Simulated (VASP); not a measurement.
Input of a VASP 6.6.1 run:

INCAR

```
SYSTEM = CsSbSI2
ALGO = Fast
EDIFF = 1E-7
ENCUT = 520
GGA = PE
ISIF = 2
ISMEAR = 0
LASPH = .True.
LCHARG = .True.
LELF = .True.
LREAL = .False.
LVHAR = .True.
LWAVE = .False.
NBANDS = 25
NELM = 60
PREC = Accurate
SIGMA = 0.05
```

Contents of KPOINTS:

```
k-points
0
Gamma
  6 6 8
  0 0 0
```

The input POSCAR:

```
CsSbSI2
1.0
    6.5090130006      0.0000000000      0.0000000000
    0.0000000000      6.5090130006      0.0000000000
    0.0000000000      0.0000000000      4.9306112137
Cs Sb S I
1 1 1 2
Direct
    0.0000000000      0.0000000000      0.0000000000
    0.5000000000      0.5000000000      0.5000000000
    0.5000000000      0.5000000000      0.0000000000
    0.0000000000      0.5000000000      0.5000000000
    0.5000000000      0.0000000000      0.5000000000
```

Potentials or basis: VASP PAW PBE potentials, release 64 (Cs_sv, Sb, S, I).

Command:

```sh
$ cat potpaw_PBE.64/Cs_sv/POTCAR potpaw_PBE.64/Sb/POTCAR potpaw_PBE.64/S/POTCAR potpaw_PBE.64/I/POTCAR > POTCAR
$ mpirun -np 1 vasp_std > vasp.out
```

(1) Estimate the pressure.

(2) Estimate the band gap on the k mesh.

Results:

(1) 0.2 GPa.

(2) zero (bands 17 and 18 overlap by 1.12 eV).

Caveat: the cell differs from its parent crystal (strained); spin-orbit coupling is left out, which moves the levels of the heavy elements.
